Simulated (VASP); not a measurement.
Crystal: C.

```
CELL_PARAMETERS angstrom
1.74319 0.00000 0.00000
0.00000 1.74319 0.00000
0.00000 0.00000 1.85823
ATOMIC_POSITIONS crystal
C 0.50000 0.50000 0.00000
```

The cell was built from a structure type or drawn by symmetry, and may not be a known phase.

- Program: VASP 6.6.1
- Task: relaxation of cell and atoms
- Functional: PBE
- Potentials or basis: VASP PAW PBE potentials, release 64 (C)
- Cutoff: 600 eV
- k mesh: 32 × 32 × 30
- Occupations: gaussian, width 0.1 eV
- Spin: no spin polarisation

At the start: pressure -2.0 GPa; volume 5.65 Å³/atom.

Where does the relaxation end?

Over 18 steps the energy falls by 35.4 meV/atom and the volume is 5.77 Å³/atom (+2.2 %); space group P4/mmm (No. 123, to 0.1 Å) before and after.

The path:
```
step  energy change (eV)  largest force (eV/Å)  pressure (GPa)  volume (Å³)
   1              0.0000                0.0000           -1.98         5.65
   2             -0.0056                0.0000            1.47         5.59
   3             -0.0157                0.0000           16.36         5.41
   4             -0.0168                0.0000           10.08         5.47
   5             -0.0171                0.0000           12.46         5.45
   6             -0.0177                0.0000           13.03         5.45
   7             -0.0190                0.0000           14.77         5.44
   8             -0.0180                0.0000           18.70         5.43
   9             -0.0192                0.0000           16.04         5.44
  10             -0.0213                0.0000           14.74         5.46
  11             -0.0267                0.0000           11.01         5.52
  12             -0.0334                0.0000            4.12         5.66
  13             -0.0322                0.0000           -7.30         5.92
  14             -0.0351                0.0000           -1.53         5.78
  15             -0.0351                0.0000           -1.04         5.77
  16             -0.0352                0.0000           -0.85         5.77
  17             -0.0354                0.0000           -0.19         5.77
  18             -0.0354                0.0000            0.07         5.77
```

Final structure:
```
C
1.0
     1.68891    0.00000    0.00000
     0.00000    1.68891    0.00000
     0.00000    0.00000    2.02227
C
1
Direct
  0.50000 0.50000 0.00000
```
